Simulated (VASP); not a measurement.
# SnSe2 (P-3m1) in VASP: a series of runs

SnSe2 is run at these levels: r2SCAN; tasks: relaxation of shape and atoms at fixed volume, relaxation of cell and atoms.

All numbers are computed with VASP 6.6.1; they aren't measurements. Logs are shortened: lines on timing, memory, paths and dates and some standing lists are left out, and cuts for length are marked.

### Step 1. The cell of the first run

It takes space group P-3m1 (No. 164, trigonal). The conventional cell has a = 3.802 Å, b = 3.802 Å, c = 6.461 Å, α = 90.00°, β = 90.00°, γ = 120.00°. Within 3.5 Å of Sn (site symmetry -3m) lie 6 Se at 2.69 Å. Within 3.5 Å of Se (site symmetry 3m) lie 3 Sn at 2.69 Å.

### Step 2. Relaxation of shape and atoms at fixed volume, r2SCAN (26.96 Å³/atom)

Contents of POSCAR:

```
SnSe2
1.0
    3.8017611756      0.0000000000      0.0000000000
   -1.9008805878      3.2924217572      0.0000000000
    0.0000000000      0.0000000000      6.4606092294
Sn Se
1 2
Direct
    0.0000000000      0.0000000000      0.0000000000
    0.3333333333      0.6666666667      0.2411582705
    0.6666666667      0.3333333333      0.7588417295
```

Contents of INCAR.step1:

```
SYSTEM = SnSe2
PREC     = Accurate       ! precision mode
ENCUT    = 600            ! plane-wave cutoff, eV
ISMEAR   = 0              ! smearing method
SIGMA    = 0.02           ! smearing width, eV
LREAL    = .FALSE.        ! projectors in reciprocal space
LASPH    = .TRUE.         ! aspherical terms in the spheres
NELM     = 60             ! most SCF steps
GGA      = PE             ! functional
ALGO     = Normal         ! electronic algorithm
EDIFF    = 1E-4           ! SCF threshold, eV
LWAVE    = .TRUE.         ! write WAVECAR
LCHARG   = .FALSE.        ! write CHGCAR
```

Contents of INCAR.step2:

```
SYSTEM = SnSe2
PREC     = Accurate       ! precision mode
ENCUT    = 600            ! plane-wave cutoff, eV
EDIFF    = 1E-6           ! SCF threshold, eV
ISMEAR   = 0              ! smearing method
SIGMA    = 0.02           ! smearing width, eV
LREAL    = .FALSE.        ! projectors in reciprocal space
LASPH    = .TRUE.         ! aspherical terms in the spheres
NELM     = 60             ! most SCF steps
ALGO     = Normal         ! electronic algorithm
ISIF     = 4              ! what is computed and relaxed
LWAVE    = .FALSE.        ! write WAVECAR
LCHARG   = .FALSE.        ! write CHGCAR
METAGGA  = R2SCAN         ! meta-GGA
LMIXTAU  = .TRUE.       
IBRION   = 2              ! ionic algorithm
NSW      = 50             ! ionic steps
EDIFFG   = -0.01          ! ionic threshold
ISTART   = 1
```

Contents of KPOINTS:

```
Automatic mesh
0
G
  12 12 4
  0 0 0
```

Potentials or basis: VASP PAW PBE potentials, release 64 (Sn_d, Se).

Launch:

```
$ cat potpaw_PBE.64/Sn_d/POTCAR potpaw_PBE.64/Se/POTCAR > POTCAR
$ cp INCAR.step1 INCAR
$ mpirun -np 1 vasp_std > vasp.out
$ cp INCAR.step2 INCAR
$ mpirun -np 1 vasp_std > vasp.out
```

OUTCAR:

```text
SYSTEM = SnSe2
   PREC = Accurate
   ENCUT = 600
   EDIFF = 1E-6
   ISMEAR = 0
   LREAL = .FALSE.
   LASPH = .TRUE.
   NELM = 60
   ISIF = 4
   METAGGA = R2SCAN
   IBRION = 2
   NSW = 50
   EDIFFG = -0.01
   ISTART = 1

 ion  position               nearest neighbor table
   1  0.000  0.000  0.000-   2 2.69   3 2.69   3 2.69   2 2.69   3 2.69   2 2.69
   2  0.333  0.667  0.241-   1 2.69   1 2.69   1 2.69
   3  0.667  0.333  0.759-   1 2.69   1 2.69   1 2.69

  LATTYP: Found a hexagonal cell.
 ALAT       =     3.8017611756
 C/A-ratio  =     1.6993727199

  Lattice vectors:

 A1 = (   3.8017611756,   0.0000000000,   0.0000000000)
 A2 = (  -1.9008805878,   3.2924217572,   0.0000000000)
 A3 = (   0.0000000000,   0.0000000000,   6.4606092294)

Analysis of symmetry for initial positions (statically):
=====================================================================
 Subroutine PRICEL returns:
 Original cell was already a primitive cell.

 Routine SETGRP: Setting up the symmetry group for a
 hexagonal supercell.

 Subroutine GETGRP returns: Found 12 space group operations
 (whereof 12 operations were pure point group operations)
 out of a pool of 24 trial point group operations.

The static configuration has the point symmetry D_3d.

Analysis of symmetry for dynamics (positions and initial velocities):
=====================================================================
 Subroutine PRICEL returns:
 Original cell was already a primitive cell.

 Routine SETGRP: Setting up the symmetry group for a
 hexagonal supercell.

 Subroutine GETGRP returns: Found 12 space group operations
 (whereof 12 operations were pure point group operations)
 out of a pool of 24 trial point group operations.

The dynamic configuration has the point symmetry D_3d.

 Subroutine INISYM returns: Found 12 space group operations
 (whereof 12 operations are pure point group operations),
 and found     1 'primitive' translations

----------------------------------------------------------------------------------------

                                     Primitive cell

  volume of cell :      80.8675

  direct lattice vectors                    reciprocal lattice vectors
     3.801761176  0.000000000  0.000000000     0.263035986  0.151863897  0.000000000
    -1.900880588  3.292421757  0.000000000     0.000000000  0.303727795  0.000000000
[... 96 lines left out ...]
   TEBEG  =    0.0;   TEEND  =   0.0 temperature during run
   PSTRESS=    0.0 pullay stress
   NELECT =      26.0000    total number of electrons
   NUPDOWN=      -1.0000    fix difference up-down
   EMIN   =  10.00;   EMAX   =-10.00  energy-range for DOS
   EFERMI =   0.00;   METHOD = LEGACY
   ISMEAR =     0;   SIGMA  =   0.02  broadening in eV -4-tet -1-fermi 0-gaus
   EFERMI_NEDOS =   21; number of points for ismear=-14 and -15
   IALGO  =     38    algorithm
   IMIX   =      4    mixing-type and parameters
     AMIX     =   0.40;   BMIX     =  1.00
     AMIX_MAG =   1.60;   BMIX_MAG =  1.00
  volume/ion in A,a.u.               =      26.96       181.91
  Fermi-wavevector in a.u.,A,eV,Ry     =   1.121523  2.119370 17.113584  1.257813
  Thomas-Fermi vector in A             =   2.258177
   LORBIT       =      0    0 simple, 1 ext, 2 COOP (PROOUT), +10 PAW based schemes
   METAGGA = R2SCAN    functional components
   LHFCALC =     F    Hartree Fock is set to
   AEXX    =    0.0000 exact exchange contribution
   IVDW    =     0    specifies the selected vdW correction
   LEPSILON=     F    determine dielectric tensor
   LRPA    =     F    only Hartree local field effects (RPA)
 conjugate gradient relaxation of ions
 non-spin polarized calculation
 Gauss-broadening in eV      SIGMA  =   0.02
  energy-cutoff  :      600.00
  volume of cell :       80.87
 maximum number of plane-waves:      2732
   NGX = 15   NGY = 15   NGZ = 25

--------------------------------------- Ionic step        1  -------------------------------------------

 number of electron      25.9999999 magnetization

 Free energy of the ion-electron system (eV)
  ---------------------------------------------------
  ext. energy  EPLUGINS =         0.00000000
  ---------------------------------------------------
  free energy    TOTEN  =       -54.62407707 eV

  energy without entropy =      -54.62407707  energy(sigma->0) =      -54.62407707

------------------------ aborting loop because EDIFF is reached ----------------------------------------

  FORCE on cell =-STRESS in cart. coord.  units (eV):
  Direction    XX          YY          ZZ          XY          YZ          ZX
  --------------------------------------------------------------------------------------
  -------------------------------------------------------------------------------------
  Total        1.1225734      1.1225734      1.0380685      0.0000000     -0.0000000      0.0000000
  in kB       22.2408593     22.2408593     20.5666157      0.0000000     -0.0000000      0.0000000
  external PRESSURE =      21.6827781 kB  Pullay stress =       0.0000000 kB
[... 135 lines left out ...]
--------------------------------------- Ionic step        5  -------------------------------------------

 number of electron      25.9999995 magnetization

 Free energy of the ion-electron system (eV)
  ---------------------------------------------------
  ext. energy  EPLUGINS =         0.00000000
  ---------------------------------------------------
  free energy    TOTEN  =       -54.63743894 eV

  energy without entropy =      -54.63743894  energy(sigma->0) =      -54.63743894

 E-fermi :   3.4569     XC(G=0):  -9.7725

 val. band max:        3.3203444514   @ k =   0.1667   0.0000   0.0000
 cond. band min:       4.3713601342   @ k =   0.5000   0.0000   0.5000
 fundamental gap:      1.0510156829
 Fermi energy:         3.4568972287

 k-point     1 :       0.0000    0.0000    0.0000
  band No.  band energies     occupation
      1     -18.4848      2.00000
      2     -18.4847      2.00000
      3     -18.4293      2.00000
      4     -18.4219      2.00000
      5     -18.4219      2.00000
      6     -10.8177      2.00000
[... 457 lines left out ...]
      4     -18.4208      2.00000
      5     -18.4194      2.00000
      6     -10.4791      2.00000
[... 9 lines left out ...]
     16       9.0153      0.00000
     17       9.0243      0.00000

 [... further k-points ...]

------------------------ aborting loop because EDIFF is reached ----------------------------------------

  FORCE on cell =-STRESS in cart. coord.  units (eV):
  Direction    XX          YY          ZZ          XY          YZ          ZX
  --------------------------------------------------------------------------------------
  -------------------------------------------------------------------------------------
  Total        0.2434873      0.2434873      0.2280731     -0.0000000      0.0000000      0.0000000
  in kB        4.8240652      4.8240652      4.5186732     -0.0000000      0.0000000      0.0000000
  external PRESSURE =       4.7222678 kB  Pullay stress =       0.0000000 kB
[... 18 lines left out ...]
  FREE ENERGIE OF THE ION-ELECTRON SYSTEM (eV)
  ---------------------------------------------------
  free  energy   TOTEN  =       -54.6374389386 eV

  energy  without entropy=      -54.6374389386  energy(sigma->0) =      -54.63743894

 reached required accuracy - stopping structural energy minimisation
```

OUTCAR.step1:

```text
SYSTEM = SnSe2
   PREC = Accurate
   ENCUT = 600
   ISMEAR = 0
   LREAL = .FALSE.
   LASPH = .TRUE.
[... 705 lines left out ...]
      0.00000      0.00000      0.00000         0.000000      0.000000      0.000000
     -0.00000      2.19495      1.55803        -0.000000      0.000000      0.574787
      1.90088      1.09747      4.90258        -0.000000      0.000000     -0.574787
 -----------------------------------------------------------------------------------
    total drift:                                0.000000     -0.000000     -0.000000

  FREE ENERGIE OF THE ION-ELECTRON SYSTEM (eV)
  ---------------------------------------------------
  free  energy   TOTEN  =       -11.8057926150 eV

  energy  without entropy=      -11.8057926150  energy(sigma->0) =      -11.80579262
```

OSZICAR.step1:

```text
N       E                     dE             d eps       ncg     rms          rms(c)
DAV:   1     0.207289331712E+03    0.20729E+03   -0.13545E+04  2367   0.190E+03
DAV:   2     0.112727584359E+02   -0.19602E+03   -0.19276E+03  2541   0.422E+02
DAV:   3    -0.112737176259E+02   -0.22546E+02   -0.21645E+02  2945   0.126E+02
DAV:   4    -0.120609695434E+02   -0.78725E+00   -0.78617E+00  2913   0.243E+01
DAV:   5    -0.120777594576E+02   -0.16790E-01   -0.16787E-01  3581   0.363E+00    0.510E+00
DAV:   6    -0.118256414135E+02    0.25212E+00   -0.59796E-01  3547   0.881E+00    0.332E+00
DAV:   7    -0.118055732394E+02    0.20068E-01   -0.17115E-01  2906   0.301E+00    0.976E-01
DAV:   8    -0.118052939418E+02    0.27930E-03   -0.13700E-02  3042   0.125E+00    0.277E-01
DAV:   9    -0.118057833252E+02   -0.48938E-03   -0.14894E-03  2849   0.324E-01    0.824E-02
DAV:  10    -0.118057926150E+02   -0.92898E-05   -0.11613E-04  2325   0.944E-02
   1 F= -.11805793E+02 E0= -.11805793E+02  d E =-.440858E-13
```

Wall time 14 min (1 thread of Intel Xeon 6975P-C (Granite Rapids), shared host); peak memory 0.3 GiB.

Results:

- Free energy: -54.6374 eV
- Energy gained by relaxing: 4.5 meV/atom
- Ionic steps: 5
- Pressure after relaxing: 0.5 GPa
- Largest force after relaxing: 0.007 eV/Å
- Band gap on the k mesh: 1.05 eV (least direct gap 1.49 eV)

Forces on the atoms (eV/Å):
```
Sn   0.000  0.000  0.000
Se   0.000  0.000 -0.007
Se   0.000  0.000  0.007
```

Step by step:
| step | energy change (eV) | largest force (eV/Å) | pressure (GPa) | volume (Å³) |
| --- | --- | --- | --- | --- |
| 1 | 0.0000 | 0.3027 | 2.17 | 80.87 |
| 2 | -0.0068 | 0.1519 | 1.60 | 80.87 |
| 3 | -0.0095 | 0.0265 | 0.94 | 80.87 |
| 4 | -0.0127 | 0.0149 | 0.67 | 80.87 |
| 5 | -0.0134 | 0.0071 | 0.47 | 80.87 |

Final structure:
```
Sn Se
1.0
     3.83320    0.00000    0.00000
    -1.91660    3.31965    0.00000
     0.00000    0.00000    6.35508
Sn Se
1 2
Direct
  0.00000 0.00000 0.00000
  0.33333 0.66667 0.24792
  0.66667 0.33333 0.75208
```

Caveat: the PAW data sets were made with another functional, which shifts forces and pressure a little; spin-orbit coupling is left out, which moves the levels of the heavy elements.

### Step 3. Relaxation of cell and atoms, r2SCAN

This run uses another cell than the first one, of 25.73 Å³/atom.

Contents of POSCAR:

```
SnSe2
1.0
    3.8110000000      0.0000000000      0.0000000000
   -1.9055000000      3.3004228138      0.0000000000
    0.0000000000      0.0000000000      6.1360000000
Sn Se
1 2
Direct
    0.0000000000      0.0000000000      0.0000000000
    0.3333333333      0.6666666667      0.2490000000
    0.6666666667      0.3333333333      0.7510000000
```

Contents of INCAR.step1:

```
PREC = Accurate ; ENCUT = 550
ISMEAR = 0 ; SIGMA = 0.02
LREAL = False ; LASPH = True
NELM = 120 ; GGA = PE
ALGO = Normal ; EDIFF = 1E-5
LWAVE = True ; LCHARG = False
GGA_COMPAT = False ; IBRION = 2
ISIF = 3 ; EDIFFG = -0.005
NELMIN = 4 ; NSW = 100
```

Contents of INCAR.step2:

```
PREC = Accurate ; ENCUT = 550
EDIFF = 1E-7 ; ISMEAR = 0
SIGMA = 0.02 ; LREAL = False
LASPH = True ; NELM = 120
ALGO = Normal ; ISIF = 3
LWAVE = False ; LCHARG = False
METAGGA = R2SCAN ; LMIXTAU = True
IBRION = 2 ; NSW = 100
EDIFFG = -0.005 ; ISTART = 1
GGA_COMPAT = False ; NELMIN = 4
```

Contents of KPOINTS:

```
regular mesh
0
Gamma
  12 12 6
```

Potentials or basis: VASP PAW PBE potentials, release 64 (Sn_d, Se).

Launch:

```
$ cat potpaw_PBE.64/Sn_d/POTCAR potpaw_PBE.64/Se/POTCAR > POTCAR
$ cp INCAR.step1 INCAR
$ mpirun -np 1 vasp_std > vasp.out
$ cp INCAR.step2 INCAR
$ mpirun -np 1 vasp_std > vasp.out
```

Wall time 62 min (1 thread of AMD EPYC 9R45 (Zen 5), shared host); peak memory 0.3 GiB.

It converged, with:

* Free energy: -54.6384 eV
* Relaxed volume: 27.74 Å³/atom
* Relaxed cell: a = 3.842 Å, b = 3.842 Å, c = 6.509 Å, α = 90.00°, β = 90.00°, γ = 120.00°
* Space group after relaxing (to 0.1 Å): P-3m1 (No. 164)
* Energy gained by relaxing: 17.5 meV/atom
* Ionic steps: 15
* Pressure after relaxing: 0.0 GPa
* Band gap on the k mesh: 1.02 eV (least direct gap 1.46 eV)

Forces on the atoms (eV/Å):
```
Sn   0.000  0.000  0.000
Se   0.000  0.000  0.002
Se   0.000  0.000 -0.002
```

Step by step:
```
step  energy change (eV)  largest force (eV/Å)  pressure (GPa)  volume (Å³)
   1              0.0000                0.5352            3.65        77.18
   2             -0.0066                0.5157           -2.86        83.90
   3             -0.0448                0.0440           -0.05        80.55
   4             -0.0448                0.0335            0.02        80.48
   5             -0.0461                0.0545            0.07        80.50
   6             -0.0469                0.1096            0.20        80.54
   7             -0.0471                0.0938            0.16        80.53
   8             -0.0483                0.0892            0.08        80.89
   9             -0.0509                0.0749           -0.12        81.97
  10             -0.0517                0.0467           -0.44        84.14
  11             -0.0520                0.0548           -0.33        83.34
  12             -0.0525                0.0302            0.12        83.20
  13             -0.0525                0.0066            0.00        83.24
  14             -0.0525                0.0056           -0.01        83.24
  15             -0.0525                0.0021            0.00        83.22
```

Final structure:
```xyz
3
Lattice="3.8423 0.0000 0.0000 -1.9211 3.3275 0.0000 0.0000 0.0000 6.5094" Properties=species:S:1:pos:R:3 pbc="T T T"
Sn    1.9211    3.3275    6.5094
Se    0.0000    2.2183    1.5742
Se    1.9211    1.1092    4.9352
```

Levels at points of the mesh, in eV from the valence-band top:
```tsv
k point	band 9	band 10	band 11	band 12	band 13	band 14	band 15	band 16	band 17
(0.00, 0.00, 0.00)	-0.54	-0.54	-0.26	-0.20	-0.20	1.49	3.60	5.06	5.06
(0.50, 0.00, 0.00)	-4.35	-2.66	-2.41	-0.96	-0.27	1.33	4.35	5.97	6.06
(0.00, 0.00, 0.50)	-1.81	-0.60	-0.60	-0.11	-0.11	2.64	3.55	4.89	4.89
(0.50, 0.00, 0.50)	-4.64	-2.31	-2.01	-0.70	-0.50	1.03	4.73	5.30	6.32
```

Caveat: the PAW data sets were made with another functional, which shifts forces and pressure a little; spin-orbit coupling is left out, which moves the levels of the heavy elements.
